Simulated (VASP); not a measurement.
Pb, 1 atom in the cell. Symmetry: Fm-3m, No. 225, cubic system. Conventional cell: a = 5.047 Å, b = 5.047 Å, c = 5.047 Å, α = 90.00°, β = 90.00°, γ = 90.00°. Pb (site symmetry m-3m) has 12 Pb at 3.57 Å within 4.7 Å.  This cell differs from its parent crystal: volume scaled by 1.06.

```yaml
Program: VASP 6.6.1
Task: single point
Functional: PBE
Potentials_or_basis: VASP PAW PBE potentials, release 64 (Pb_d)
Cutoff: 520 eV
k_mesh: 9 × 9 × 9
Occupations: fermi-dirac, width 0.05 eV
Spin: no spin polarisation
Dipole_correction: no
Further_INCAR_settings: ALGO = Fast; EDIFF = 1e-06; NBANDS = 13
```

Potentials or basis: VASP PAW PBE potentials, release 64 (Pb_d).

Launch:

```console
$ cat potpaw_PBE.64/Pb_d/POTCAR > POTCAR
$ mpirun -np 1 vasp_std > vasp.out
```

Hardware: 1 thread of Intel(R) Xeon(R) 6975P-C (Granite Rapids) (shared host).

Task: Estimate the wall time of this run.

Result: It took 7.1 s on 1 thread of Intel(R) Xeon(R) 6975P-C (Granite Rapids), with other jobs on the host, peak memory 0.15 GiB. Counts: scf iterations 12, k points 35.
